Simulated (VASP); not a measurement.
# Mg2C in VASP: notebook

The runs below take Mg2C through single point, with HSE06.

Everything below comes from runs of VASP 6.6.1. Logs are shortened: lines on timing, memory, paths and dates and some standing lists are left out, and cuts for length are marked.

**1. The cell of the first run**

It takes space group Fm-3m (No. 225, cubic). Conventional cell: a = 5.395 Å, b = 5.395 Å, c = 5.395 Å, α = 90.00°, β = 90.00°, γ = 90.00°. Within 3.1 Å of C (site symmetry m-3m) lie 8 Mg at 2.34 Å. Mg (site symmetry -43m) has 4 C at 2.34 Å and 6 Mg at 2.70 Å within 3.1 Å.

**2. Single point, HSE06 (strain -0.5%)**

File POSCAR:

```
Mg2C
1.0
    0.0000000000      2.6973878951      2.6973878951
    2.6973878951      0.0000000000      2.6973878951
    2.6973878951      2.6973878951      0.0000000000
C Mg
1 2
Direct
    0.0000000000      0.0000000000      0.0000000000
    0.2500000000      0.2500000000      0.2500000000
    0.7500000000      0.7500000000      0.7500000000
```

File INCAR.step1:

```
PREC = Accurate
ENCUT = 520
EDIFF = 1E-5
ISMEAR = 0
SIGMA = 0.01
LREAL = F
LASPH = T
NELM = 60
ALGO = Normal
ISIF = 2
LWAVE = T
LCHARG = F
NBANDS = 11
GGA = PE
```

File INCAR.step2:

```
PREC = Accurate
ENCUT = 520
EDIFF = 1E-6
ISMEAR = 0
SIGMA = 0.01
LREAL = F
LASPH = T
NELM = 60
ALGO = Normal
ISIF = 2
LWAVE = F
LCHARG = F
GGA = PE
LHFCALC = T
HFSCREEN = 0.2079
PRECFOCK = Normal
NBANDS = 11
ISTART = 1
```

File KPOINTS:

```
regular mesh
0
Gamma
  6 6 6
```

Potentials or basis: VASP PAW PBE potentials, release 64 (C, Mg).

Run with:

```
$ cat potpaw_PBE.64/C/POTCAR potpaw_PBE.64/Mg/POTCAR > POTCAR
$ cp INCAR.step1 INCAR
$ mpirun -np 1 vasp_std > vasp.out
$ cp INCAR.step2 INCAR
$ mpirun -np 1 vasp_std > vasp.out
```

OUTCAR:

```text
PREC = Accurate
   ENCUT = 520
   EDIFF = 1E-6
   ISMEAR = 0
   LREAL = F
   LASPH = T
   NELM = 60
   ISIF = 2
   GGA = PE
   LHFCALC = T
   HFSCREEN = 0.2079
   PRECFOCK = Normal
   ISTART = 1

 ion  position               nearest neighbor table
   1  0.000  0.000  0.000-   3 2.34   3 2.34   3 2.34   2 2.34   2 2.34   2 2.34   3 2.34   2 2.34

   2  0.250  0.250  0.250-   1 2.34   1 2.34   1 2.34   1 2.34   3 2.70   3 2.70   3 2.70   3 2.70
                             3 2.70   3 2.70
   3  0.750  0.750  0.750-   1 2.34   1 2.34   1 2.34   1 2.34   2 2.70   2 2.70   2 2.70   2 2.70
                             2 2.70   2 2.70

  LATTYP: Found a face centered cubic cell.
 ALAT       =     5.3947757902

  Lattice vectors:

 A1 = (   0.0000000000,   2.6973878951,   2.6973878951)
 A2 = (   2.6973878951,   0.0000000000,   2.6973878951)
 A3 = (   2.6973878951,   2.6973878951,   0.0000000000)

Analysis of symmetry for initial positions (statically):
=====================================================================
 Subroutine PRICEL returns:
 Original cell was already a primitive cell.

 Routine SETGRP: Setting up the symmetry group for a
 face centered cubic supercell.

 Subroutine GETGRP returns: Found 48 space group operations
 (whereof 48 operations were pure point group operations)
 out of a pool of 48 trial point group operations.

The static configuration has the point symmetry O_h .

Analysis of symmetry for dynamics (positions and initial velocities):
=====================================================================
 Subroutine PRICEL returns:
 Original cell was already a primitive cell.

 Routine SETGRP: Setting up the symmetry group for a
 face centered cubic supercell.

 Subroutine GETGRP returns: Found 48 space group operations
 (whereof 48 operations were pure point group operations)
 out of a pool of 48 trial point group operations.

The dynamic configuration has the point symmetry O_h .

 Subroutine INISYM returns: Found 48 space group operations
 (whereof 48 operations are pure point group operations),
 and found     1 'primitive' translations

----------------------------------------------------------------------------------------

                                     Primitive cell

  volume of cell :      39.2519

  direct lattice vectors                    reciprocal lattice vectors
     0.000000000  2.697387895  2.697387895    -0.185364515  0.185364515  0.185364515
     2.697387895  0.000000000  2.697387895     0.185364515 -0.185364515  0.185364515
     2.697387895  2.697387895  0.000000000     0.185364515  0.185364515 -0.185364515

  length of vectors
     3.814682544  3.814682544  3.814682544     0.321060759  0.321060759  0.321060759

  position of ions in fractional coordinates (direct lattice)
     0.000000000  0.000000000  0.000000000
     0.250000000  0.250000000  0.250000000
     0.750000000  0.750000000  0.750000000

  ion indices of the primitive-cell ions
   primitive index   ion index
                 1           1
                 2           2
                 3           3

----------------------------------------------------------------------------------------

 KPOINTS: regular mesh

Automatic generation of k-mesh.
 Grid dimensions read from file:
 generate k-points for:    6    6    6

 Generating k-lattice:

  Cartesian coordinates                     Fractional coordinates (reciprocal lattice)
    -0.030894086  0.030894086  0.030894086     0.166666667  0.000000000  0.000000000
     0.030894086 -0.030894086  0.030894086     0.000000000  0.166666667  0.000000000
     0.030894086  0.030894086 -0.030894086     0.000000000  0.000000000  0.166666667

  Length of vectors
     0.053510126  0.053510126  0.053510126

  Shift w.r.t. Gamma in fractional coordinates (k-lattice)
     0.000000000  0.000000000  0.000000000

 Subroutine IBZKPT returns following result:
 ===========================================

 Found     16 irreducible k-points:

 Following reciprocal coordinates:
            Coordinates               Weight
  0.000000  0.000000  0.000000      1.000000
  0.166667  0.000000  0.000000      8.000000
  0.333333  0.000000  0.000000      8.000000
  0.500000  0.000000  0.000000      4.000000
  0.166667  0.166667  0.000000      6.000000
  0.333333  0.166667  0.000000     24.000000
[... 8 lines left out ...]
 -0.333333  0.333333  0.166667     24.000000
 -0.333333  0.500000  0.166667     12.000000
   k-points           NKPTS =     16   k-points in BZ     NKDIM =    216   number of bands    NBANDS=     11
   number of dos      NEDOS =    301   number of ions     NIONS =      3
   total plane-waves  NPLWV =  21952
   dimension x,y,z NGX =    28 NGY =   28 NGZ =   28
   dimension x,y,z NGXF=    56 NGYF=   56 NGZF=   56
   ions per type =               1   2
   NGX,Y,Z   is equivalent  to a cutoff of  12.20, 12.20, 12.20 a.u.
   NGXF,Y,Z  is equivalent  to a cutoff of  24.41, 24.41, 24.41 a.u.
 SYSTEM =  unknown system
[... 77 lines left out ...]
      4       3.3257      2.00000
      5       5.7345      0.00000
      6      11.0754      0.00000
      7      11.0754      0.00000
      8      11.0754      0.00000
      9      14.2335      0.00000
     10      14.2335      0.00000
     11      15.3595      0.00000

 k-point     2 :       0.1667    0.0000    0.0000
  band No.  band energies     occupation
      1      -8.3930      2.00000
      2       1.5144      2.00000
      3       3.1917      2.00000
      4       3.1917      2.00000
      5       7.0175      0.00000
      6      10.9196      0.00000
      7      11.2676      0.00000
      8      11.2676      0.00000
      9      12.9900      0.00000
     10      12.9900      0.00000
     11      14.8173      0.00000

 k-point     3 :       0.3333    0.0000    0.0000
  band No.  band energies     occupation
      1      -7.5844      2.00000
      2      -0.8241      2.00000
      3       2.9589      2.00000
      4       2.9589      2.00000
      5       7.7615      0.00000
      6      10.4219      0.00000
      7      10.4219      0.00000
      8      10.6820      0.00000
      9      14.4116      0.00000
     10      14.4116      0.00000
     11      15.2053      0.00000

 k-point     4 :       0.5000    0.0000    0.0000
  band No.  band energies     occupation
      1      -7.0174      2.00000
      2      -1.9443      2.00000
      3       2.8566      2.00000
      4       2.8566      2.00000
      5       7.8421      0.00000
      6       9.9764      0.00000
      7       9.9764      0.00000
      8      10.4459      0.00000
      9      16.2853      0.00000
     10      16.4161      0.00000
     11      16.4161      0.00000

 k-point     5 :       0.1667    0.1667    0.0000
  band No.  band energies     occupation
      1      -8.2873      2.00000
      2       1.6445      2.00000
      3       2.7898      2.00000
      4       2.7898      2.00000
      5       7.3393      0.00000
      6      10.2356      0.00000
      7      11.0243      0.00000
      8      11.9198      0.00000
      9      11.9198      0.00000
     10      14.8032      0.00000
     11      16.4185      0.00000
[... 99 lines left out ...]
 k-point    13 :       0.5000    0.5000    0.0000
  band No.  band energies     occupation
      1      -6.4805      2.00000
      2      -1.1485      2.00000
      3       1.6135      2.00000
      4       1.6135      2.00000
      5       4.7260      0.00000
      6       8.4747      0.00000
      7      14.0474      0.00000
      8      14.2414      0.00000
      9      14.2414      0.00000
     10      18.1783      0.00000
     11      18.7725      0.00000

 k-point    14 :       0.5000    0.3333    0.1667
  band No.  band energies     occupation
      1      -6.9979      2.00000
      2      -0.6226      2.00000
      3       1.0780      2.00000
      4       2.0852      2.00000
      5       7.4071      0.00000
      6      10.2191      0.00000
      7      10.4744      0.00000
      8      12.5468      0.00000
      9      13.6731      0.00000
     10      16.1620      0.00000
     11      18.8105      0.00000

 k-point    15 :      -0.3333    0.3333    0.1667
  band No.  band energies     occupation
      1      -6.5979      2.00000
      2      -0.9206      2.00000
      3       0.5319      2.00000
      4       1.6650      2.00000
      5       7.5651      0.00000
      6       9.8287      0.00000
      7      11.8689      0.00000
      8      12.2503      0.00000
      9      14.1170      0.00000
     10      15.2111      0.00000
     11      19.6233      0.00000

 k-point    16 :      -0.3333    0.5000    0.1667
  band No.  band energies     occupation
      1      -6.4435      2.00000
      2      -0.6413      2.00000
      3       0.6641      2.00000
      4       0.8579      2.00000
      5       6.5638      0.00000
      6      10.1278      0.00000
      7      11.7099      0.00000
      8      12.9540      0.00000
      9      14.6520      0.00000
     10      16.0729      0.00000
     11      19.8420      0.00000

------------------------ aborting loop because EDIFF is reached ----------------------------------------

  FORCE on cell =-STRESS in cart. coord.  units (eV):
  Direction    XX          YY          ZZ          XY          YZ          ZX
  --------------------------------------------------------------------------------------
  -------------------------------------------------------------------------------------
  Total        0.2254351      0.2254351      0.2254351      0.0000000     -0.0000000      0.0000000
  in kB        9.2017801      9.2017801      9.2017801      0.0000000     -0.0000000      0.0000000
  external PRESSURE =       9.2017801 kB  Pullay stress =       0.0000000 kB

 VOLUME and BASIS-vectors are now :
 -----------------------------------------------------------------------------
  energy-cutoff  :      520.00
  volume of cell :       39.25
      direct lattice vectors                 reciprocal lattice vectors
     0.000000000  2.697387895  2.697387895    -0.185364515  0.185364515  0.185364515
     2.697387895  0.000000000  2.697387895     0.185364515 -0.185364515  0.185364515
     2.697387895  2.697387895  0.000000000     0.185364515  0.185364515 -0.185364515

 POSITION                                       TOTAL-FORCE (eV/Angst)
 -----------------------------------------------------------------------------------
      0.00000      0.00000      0.00000        -0.000000      0.000000      0.000000
      1.34869      1.34869      1.34869        -0.000000     -0.000000     -0.000000
      4.04608      4.04608      4.04608         0.000000      0.000000      0.000000
 -----------------------------------------------------------------------------------
    total drift:                               -0.000000     -0.000000     -0.000000

  FREE ENERGIE OF THE ION-ELECTRON SYSTEM (eV)
  ---------------------------------------------------
  free  energy   TOTEN  =       -12.9553536833 eV

  energy  without entropy=      -12.9553536833  energy(sigma->0) =      -12.95535368
```

Wall time 13 min (1 thread of Intel Xeon Platinum 8259CL at 2.50GHz (Skylake/Cascade Lake), shared host); peak memory 0.29 GiB.

Results:

```
Free energy            : -12.9554 eV
Pressure               : 0.9 GPa
Band gap on the k mesh : 1.40 eV (least direct gap 2.41 eV)
```

Levels at points of the mesh, in eV from the valence-band top:
```csv
k point,band 1,band 2,band 3,band 4,band 5,band 6,band 7,band 8,band 9
"(0.00, 0.00, 0.00)",-12.04,0.00,0.00,0.00,2.41,7.75,7.75,7.75,10.91
"(0.50, 0.00, 0.00)",-10.34,-5.27,-0.47,-0.47,4.52,6.65,6.65,7.12,12.96
"(0.50, 0.50, 0.00)",-9.81,-4.47,-1.71,-1.71,1.40,5.15,10.72,10.92,10.92
```

Caveat: the cell differs from its parent crystal (strain -0.5%); the structure was generated, so it needn't be the stable form of Mg2C; the PAW data sets were made with another functional, which shifts forces and pressure a little. A k mesh can miss the band edges.

**3. Single point, HSE06**

This run uses another cell than the first one, of 13.28 Å³/atom.

File POSCAR:

```
Mg2C
1.0
    0.0000000000      2.7109426082      2.7109426082
    2.7109426082      0.0000000000      2.7109426082
    2.7109426082      2.7109426082      0.0000000000
C Mg
1 2
Direct
    0.0000000000      0.0000000000      0.0000000000
    0.2500000000      0.2500000000      0.2500000000
    0.7500000000      0.7500000000      0.7500000000
```

File INCAR.step1:

```
SYSTEM = Mg2C
ALGO = Normal ; EDIFF = 1E-5
ENCUT = 520 ; GGA = PE
ISIF = 2 ; ISMEAR = 0
LASPH = .TRUE. ; LCHARG = .FALSE.
LREAL = .FALSE. ; LWAVE = .TRUE.
NBANDS = 11 ; NELM = 80
PREC = Accurate ; SIGMA = 0.01
```

File INCAR.step2:

```
SYSTEM = Mg2C
ALGO = Normal ; EDIFF = 1E-6
ENCUT = 520 ; GGA = PE
HFSCREEN = 0.2079 ; ISIF = 2
ISMEAR = 0 ; ISTART = 1
LASPH = .TRUE. ; LCHARG = .FALSE.
LHFCALC = .TRUE. ; LREAL = .FALSE.
LWAVE = .FALSE. ; NBANDS = 11
NELM = 80 ; PREC = Accurate
PRECFOCK = Normal ; SIGMA = 0.01
```

File KPOINTS:

```
k-points
0
G
  6 6 6
  0 0 0
```

Potentials or basis: VASP PAW PBE potentials, release 64 (C, Mg).

Run with:

```
$ cat potpaw_PBE.64/C/POTCAR potpaw_PBE.64/Mg/POTCAR > POTCAR
$ cp INCAR.step1 INCAR
$ mpirun -np 1 vasp_std > vasp.out
$ cp INCAR.step2 INCAR
$ mpirun -np 1 vasp_std > vasp.out
```

Run time: 14 min. Hardware: 1 thread of Intel Xeon Platinum 8259CL at 2.50GHz (Skylake/Cascade Lake), shared host; peak memory 0.28 GiB.

It converged, with:

- Free energy: -12.9560 eV
- Pressure: -0.6 GPa
- Band gap on the k mesh: 1.39 eV (least direct gap 2.30 eV)

Levels at points of the mesh, in eV from the valence-band top:
```
           k point  band 2  band 3  band 4  band 5  band 6  band 7
(0.00, 0.00, 0.00)    0.00    0.00    0.00    2.30    7.64    7.64
(0.50, 0.00, 0.00)   -5.23   -0.47   -0.47    4.39    6.58    6.58
(0.50, 0.50, 0.00)   -4.45   -1.71   -1.71    1.39    5.05   10.56
```

Caveat: the structure was generated, so it needn't be the stable form of Mg2C; the PAW data sets were made with another functional, which shifts forces and pressure a little.

**4. Single point, HSE06 (strain along [111] -5.0%)**

File POSCAR:

```
Mg2C
1.0
   -0.0903647536      2.6205778546      2.6205778546
    2.6205778546     -0.0903647536      2.6205778546
    2.6205778546      2.6205778546     -0.0903647536
C Mg
1 2
Direct
    0.0000000000      0.0000000000      0.0000000000
    0.2503358731      0.2503358731      0.2503358731
    0.7496641269      0.7496641269      0.7496641269
```

File INCAR.step1:

```
SYSTEM = Mg2C
PREC     = Accurate       ! precision mode
ENCUT    = 520            ! plane-wave cutoff, eV
EDIFF    = 1E-5           ! SCF threshold, eV
ISMEAR   = 0              ! smearing method
SIGMA    = 0.01           ! smearing width, eV
LREAL    = .False.        ! projectors in reciprocal space
LASPH    = .True.         ! aspherical terms in the spheres
NELM     = 100            ! most SCF steps
ALGO     = Normal         ! electronic algorithm
ISIF     = 2              ! what is computed and relaxed
LWAVE    = .True.         ! write WAVECAR
NBANDS   = 11             ! bands
GGA      = PE             ! functional
```

File INCAR.step2:

```
SYSTEM = Mg2C
PREC     = Accurate       ! precision mode
ENCUT    = 520            ! plane-wave cutoff, eV
EDIFF    = 1E-6           ! SCF threshold, eV
ISMEAR   = 0              ! smearing method
SIGMA    = 0.01           ! smearing width, eV
LREAL    = .False.        ! projectors in reciprocal space
LASPH    = .True.         ! aspherical terms in the spheres
NELM     = 100            ! most SCF steps
ALGO     = Normal         ! electronic algorithm
ISIF     = 2              ! what is computed and relaxed
LWAVE    = .False.        ! write WAVECAR
LCHARG   = .True.         ! write CHGCAR
GGA      = PE             ! functional
LHFCALC  = .True.         ! exact exchange
HFSCREEN = 0.2079         ! screening, 1/A
PRECFOCK = Normal       
LELF     = .True.         ! ELF
LVHAR    = .True.       
NBANDS   = 11             ! bands
ISTART   = 1
```

File KPOINTS:

```
Automatic mesh
0
Gamma
  6 6 6
  0 0 0
```

Run with:

```
$ cat potpaw_PBE.64/C/POTCAR potpaw_PBE.64/Mg/POTCAR > POTCAR
$ cp INCAR.step1 INCAR
$ mpirun -np 1 vasp_std > vasp.out
$ cp INCAR.step2 INCAR
$ mpirun -np 1 vasp_std > vasp.out
```

Run time: 29 min. Hardware: 1 thread of Intel Xeon Platinum 8259CL at 2.50GHz (Skylake/Cascade Lake), shared host; peak memory 0.29 GiB.

It converged, with:

| Item | Value |
| --- | --- |
| Free energy | -12.8975 eV |
| Pressure | 5.3 GPa |
| Band gap on the k mesh | 1.26 eV (least direct gap 2.47 eV) |

Stress tensor (GPa, compression positive):
```
5.32 2.72 2.72
2.72 5.32 2.72
2.72 2.72 5.32
```

Levels at points of the mesh, in eV from the valence-band top:
```
           k point  band 2  band 3  band 4  band 5  band 6  band 7
(0.00, 0.00, 0.00)   -0.20   -0.20    0.00    2.47    7.53    7.53
(0.50, 0.00, 0.00)   -5.55   -0.57   -0.50    4.74    6.60    7.12
(0.50, 0.50, 0.00)   -4.66   -2.04   -1.67    1.26    5.29   10.73
(0.50, 0.50, 0.50)   -5.33   -0.76   -0.76    4.37    6.25    6.25
```

Caveat: the cell differs from its parent crystal (strain along [111] -5.0%); the cell stands under pressure; the structure was generated, so it needn't be the stable form of Mg2C; the PAW data sets were made with another functional, which shifts forces and pressure a little. A k mesh can miss the band edges.

**5. The runs side by side**

```tsv
cell	gap on the mesh (eV)	pressure (GPa)
a = 3.815 Å, angles 60.0°, 3 atoms, atomic positions A	1.40	0.9
a = 3.834 Å, angles 60.0°, 3 atoms, atomic positions A	1.39	-0.6
a = 3.707 Å, angles 62.3°, 3 atoms, atomic positions B	1.26	5.3
```

Alike in all rows: task single point; level HSE06; potentials or basis VASP PAW PBE potentials, release 64 (C, Mg); no spin polarisation; k mesh 6 × 6 × 6; cutoff (eV) 520; smearing gaussian 0.01 eV.

Caveats: the structure was generated, so it needn't be the stable form of Mg2C; the PAW data sets were made with another functional, which shifts forces and pressure a little; the cell stands under pressure (at least some runs).

Total energies depend on the potentials used, so only differences within one code and one set of settings carry meaning.
